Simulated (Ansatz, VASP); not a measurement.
Two plane-wave programs on Rb

INCAR

```
SYSTEM = Rb
PREC     = Accurate       ! precision mode
ENCUT    = 500            ! plane-wave cutoff, eV
EDIFF    = 1E-6           ! SCF threshold, eV
ISMEAR   = 0              ! smearing method
SIGMA    = 0.1            ! smearing width, eV
LREAL    = .False.        ! projectors in reciprocal space
LASPH    = .True.         ! aspherical terms in the spheres
NELM     = 200            ! most SCF steps
ALGO     = Normal         ! electronic algorithm
ISIF     = 2              ! what is computed and relaxed
LWAVE    = .False.        ! write WAVECAR
LCHARG   = .False.        ! write CHGCAR
ISPIN    = 2              ! spin polarisation
MAGMOM   = 1              ! initial moments
LORBIT   = 11             ! projections on sites
GGA      = PE             ! functional
NBANDS   = 14             ! bands
GGA_COMPAT= .False.      
KPAR     = 4
```

The input KPOINTS:

```
Automatic mesh
0
Gamma
  10 10 8
  0 0 0
```

Contents of POSCAR:

```
Rb
1.0
   -3.1224204126      3.0689313435      2.8253654421
    3.1203449703     -3.1235482475      2.8822102503
    3.0912207674      3.0923486022     -2.8844556793
Rb
1
Direct
    0.0000000000      0.0000000000      0.0000000000
```

Input for Ansatz:

```yaml
crystal:
  lattice:
    - [-3.1224204126, 3.0689313435, 2.8253654421]
    - [3.1203449703, -3.1235482475, 2.8822102503]
    - [3.0912207674, 3.0923486022, -2.8844556793]
  atoms:
    - { symbol: Rb, position: [0.0, 0.0, 0.0], spin: 1.0 }
basis:
  ecutwfc: 420
kpoints:
  mp_grid: { grid: [10, 10, 8] }
hamiltonian:
  xc: pbe
scf:
  occupations: { method: gaussian, width: 0.1 }
output:
  forces: true
  eigenvalues: true
  stress: true
magnetization:
  spin_polarized: true
```

Alike in both runs: task single point; functional PBE; k mesh 10 × 10 × 8; occupations gaussian, width 0.1 eV; collinear spin.

|  | VASP | Ansatz |
| --- | --- | --- |
| version | VASP 6.6.1 | Ansatz 0.2.0 |
| potentials or method | VASP PAW PBE potentials, release 64 (Rb_sv), cutoff 500 eV | scalar-relativistic, plane waves, PAW |
| valence electrons in the cell | 9 | 9 |

|  | VASP | Ansatz | Ansatz less VASP |
| --- | --- | --- | --- |
| gap on the k mesh at the Fermi level (eV) | none | none | - |
| pressure (GPa) | -0.4 | -0.4 | 0.00 |
| net moment per atom (μB) | 0.00 | 0.00 | 0.000 |

A gap of «none» marks a metal or a gap that the smearing closes. Ansatz's warnings: seeded moment not kept.
